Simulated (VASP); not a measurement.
Runs of VASP 6.6.1 on CdSe. The structure is that of space group P6_3mc (No. 186), or close to it. The cells are those of the table. 

| cell | gap on the mesh (eV) | pressure (GPa) | largest force (eV/Å) |
| --- | --- | --- | --- |
| a = 4.513, b = 4.513, c = 7.366 Å, angles 90.0, 90.0, 120.0°, 4 atoms | 0.80 | -4.5 | 0.02 |
| a = 4.513, b = 4.513, c = 7.015 Å, angles 90.0, 90.0, 120.0°, 4 atoms | (a) | -2.7 | 0.30 |
| a = 4.513, b = 4.513, c = 7.191 Å, angles 90.0, 90.0, 120.0°, 4 atoms | 0.88 | -3.7 | 0.13 |
| a = 4.298, b = 4.298, c = 7.191 Å, angles 90.0, 90.0, 120.0°, 4 atoms | (c) | 0.5 | 0.14 |
| a = 4.298, b = 4.298, c = 7.366 Å, angles 90.0, 90.0, 120.0°, 4 atoms | 0.97 | -0.6 | 0.23 |
| a = 4.513, b = 4.513, c = 6.840 Å, angles 90.0, 90.0, 120.0°, 4 atoms | (b) | -1.3 | 0.57 |
| a = 4.084, b = 4.084, c = 6.840 Å, angles 90.0, 90.0, 120.0°, 4 atoms | 1.40 | (d) | 0.35 |
| a = 4.298, b = 4.298, c = 6.840 Å, angles 90.0, 90.0, 120.0°, 4 atoms | 1.24 | 3.5 | 0.28 |

Alike in all rows: task single point; level r2SCAN; potentials or basis VASP PAW PBE potentials, release 64 (Cd, Se); no spin polarisation; k mesh 6 × 6 × 4; cutoff (eV) 520; smearing gaussian 0.05 eV.

Q: Estimate the missing entries.

A: (a) 0.94; (b) 1.00; (c) 1.06; (d) 12.0.

Caveats: the PAW data sets were made with another functional, which shifts forces and pressure a little; the cell stands under tension (at least some runs); the cell stands under pressure (at least some runs); the stress differs along the axes, from -3 to 3 GPa (at least some runs).

A k mesh can miss the band edges, and the runs leave out spin-orbit coupling on Cd, Se.
